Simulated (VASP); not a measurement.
A run of VASP 6.6.1 is set up as follows.

POSCAR

```
BaZrO3
1.0
    4.2051759345      0.0000000000      0.0000000000
    0.0000000000      4.2051759345      0.0000000000
    0.0000000000      0.0000000000      4.2051759345
Ba Zr O
1 1 3
Direct
    0.0000000000      0.0000000000      0.0000000000
    0.5000000000      0.5000000000      0.5000000000
    0.5000000000      0.5000000000      0.0000000000
    0.5000000000      0.0000000000      0.5000000000
    0.0000000000      0.5000000000      0.5000000000
```

INCAR.step1

```
SYSTEM = BaZrO3
  PREC = Accurate
  ENCUT = 520
  ISMEAR = -1
  SIGMA = 0.05
  LREAL = .FALSE.
  LASPH = .TRUE.
  NELM = 60
  NBANDS = 28
  GGA = PE
  ALGO = Normal
  EDIFF = 1E-4
  LWAVE = .TRUE.
  LCHARG = .FALSE.
```

The input INCAR.step2:

```
SYSTEM = BaZrO3
  PREC = Accurate
  ENCUT = 520
  EDIFF = 1E-7
  ISMEAR = -1
  SIGMA = 0.05
  LREAL = .FALSE.
  LASPH = .TRUE.
  NELM = 60
  ALGO = Normal
  ISIF = 2
  LWAVE = .FALSE.
  LCHARG = .TRUE.
  METAGGA = R2SCAN
  LMIXTAU = .TRUE.
  LELF = .TRUE.
  LVHAR = .TRUE.
  NBANDS = 28
  ISTART = 1
```

Contents of KPOINTS:

```
Automatic mesh
0
G
  6 6 6
  0 0 0
```

Potentials or basis: VASP PAW PBE potentials, release 64 (Ba_sv, Zr_sv, O).

Run with:

```sh
$ cat potpaw_PBE.64/Ba_sv/POTCAR potpaw_PBE.64/Zr_sv/POTCAR potpaw_PBE.64/O/POTCAR > POTCAR
$ cp INCAR.step1 INCAR
$ mpirun -np 1 vasp_std > vasp.out
$ cp INCAR.step2 INCAR
$ mpirun -np 1 vasp_std > vasp.out
```

Q: Estimate the pressure.

A: 1.0 GPa.

Q: Predict the band gap on the k mesh.

A: 3.68 eV, indirect (least direct gap 3.93 eV).

Caveat: the PAW data sets were made with another functional, which shifts forces and pressure a little; spin-orbit coupling is left out, which moves the levels of the heavy elements. A k mesh can miss the band edges.
